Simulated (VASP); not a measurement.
Write the native input for VASP 6.6.1 that does the following.

```
Task                   : single point
Functional             : PBE
Potentials or basis    : VASP PAW PBE potentials, release 64 (Pb_d)
Cutoff                 : 520 eV
k mesh                 : 14 × 14 × 14
Occupations            : fermi-dirac, width 0.05 eV
Spin                   : non-collinear spin, zero start, spin-orbit coupling
Starting moments       : [[0.0, 0.0, 0.0]] μB
Dipole correction      : no
Further INCAR settings : ALGO = Normal; EDIFF = 1e-06; NBANDS = 25
```

The structure of Pb lies in POSCAR:

```
Pb
1.0
    0.0000000000      2.5214169586      2.5214169586
    2.5214169586      0.0000000000      2.5214169586
    2.5214169586      2.5214169586      0.0000000000
Pb
1
Direct
    0.0000000000      0.0000000000      0.0000000000
```

One way to write it, as run:

INCAR

```
PREC = Accurate
ENCUT = 520
EDIFF = 1E-6
ISMEAR = -1
SIGMA = 0.05
LREAL = False
LASPH = True
NELM = 150
ALGO = Normal
ISIF = 2
LWAVE = False
LCHARG = False
LNONCOLLINEAR = True
MAGMOM = 0 0 0
LORBIT = 11
LSORBIT = True
GGA_COMPAT = False
LORBMOM = True
GGA = PE
NBANDS = 25
```

KPOINTS

```
regular mesh
0
Gamma
  14 14 14
```

Potentials or basis: VASP PAW PBE potentials, release 64 (Pb_d).

The run is started by

```bash
$ cat potpaw_PBE.64/Pb_d/POTCAR > POTCAR
$ mpirun -np 1 vasp_ncl > vasp.out
```

Results of the run:

| Property | Result |
| --- | --- |
| Pressure | 0.0 GPa |
| Net moment | 0.00 μB per cell |
| Valence electrons inside the program's atomic spheres | Pb 11.95 |

It took 4.8 min on 1 thread of Intel Xeon 8259CL, on a shared host, peak memory 0.31 GiB.
